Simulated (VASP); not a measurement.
A run of VASP 6.6.1 is set up as follows.

The input INCAR:

```
PREC = Accurate ; ENCUT = 520
EDIFF = 1E-6 ; ISMEAR = 0
SIGMA = 0.01 ; LREAL = False
LASPH = True ; NELM = 100
ALGO = Normal ; ISIF = 2
LWAVE = False ; LCHARG = True
GGA = PE ; LELF = True
LVHAR = True ; NBANDS = 11
```

KPOINTS

```
Automatic mesh
0
Gamma
  8 8 8
```

Contents of POSCAR:

```
BeTe
1.0
    0.0000000000      2.8318155122      2.8318155122
    2.8318155122      0.0000000000      2.8318155122
    2.8318155122      2.8318155122      0.0000000000
Be Te
1 1
Direct
    0.0000000000      0.0000000000      0.0000000000
    0.2500000000      0.2500000000      0.2500000000
```

Potentials or basis: VASP PAW PBE potentials, release 64 (Be, Te).

Run with:

```sh
$ cat potpaw_PBE.64/Be/POTCAR potpaw_PBE.64/Te/POTCAR > POTCAR
$ mpirun -np 1 vasp_std > vasp.out
```

Q: What does it give for the band gap on the k mesh?

A: 2.01 eV, indirect (least direct gap 3.62 eV).

Q: Estimate the pressure.

A: 0.1 GPa.

Caveat: spin-orbit coupling is left out, which moves the levels of the heavy elements. A k mesh can miss the band edges.
